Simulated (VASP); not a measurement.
Input of a VASP 6.6.1 run:

File INCAR:

```
SYSTEM = CoO
PREC = Accurate
ENCUT = 600
EDIFF = 1E-6
ISMEAR = 1
SIGMA = 0.2
LREAL = .False.
LASPH = .True.
NELM = 200
ALGO = Normal
ISIF = 2
LWAVE = .False.
LCHARG = .False.
ISPIN = 2
MAGMOM = 2.5 0
LORBIT = 11
LMAXMIX = 4
LDAU = .True.
LDAUTYPE = 2
LDAUL = 2 -1
LDAUU = 4 0
LDAUJ = 0 0
LDAUPRINT = 1
GGA = PE
NBANDS = 18
GGA_COMPAT = .False.
```

KPOINTS

```
Automatic mesh
0
Gamma
  10 10 10
  0 0 0
```

Contents of POSCAR:

```
CoO
1.0
    1.5054695000      0.8691832211      2.4399270000
   -1.5054695000      0.8691832211      2.4399270000
    0.0000000000     -1.7383664422      2.4399270000
Co O
1 1
Direct
    0.0000000000      0.0000000000      0.0000000000
    0.5000000000      0.5000000000      0.5000000000
```

Potentials or basis: VASP PAW PBE potentials, release 64 (Co, O).

Run with:

```console
$ cat potpaw_PBE.64/Co/POTCAR potpaw_PBE.64/O/POTCAR > POTCAR
$ mpirun -np 1 vasp_std > vasp.out
```

**Question.** Predict the site moments.

**Answer.** Co +2.75; O +0.24 μB.

**Question.** Estimate the band gap on the k mesh.

**Answer.** Zero (filled and empty bands overlap).

**Question.** Estimate the pressure.

**Answer.** 1.3 GPa.

**Question.** Estimate the net moment.

**Answer.** 3.00 μB per cell.

Eigenvalues of the final occupation matrices:
| site | spin | trace | eigenvalues |
| --- | --- | --- | --- |
| site 1 d | 1 | 4.94 | 0.97 0.97 0.97 1.02 1.02 |
| site 1 d | 2 | 2.23 | 0.12 0.12 0.51 0.51 0.96 |

Caveat: a cell with one magnetic atom can't hold antiferromagnetic order, which such compounds often take. The state reached can hang on the start; a lower one may exist.
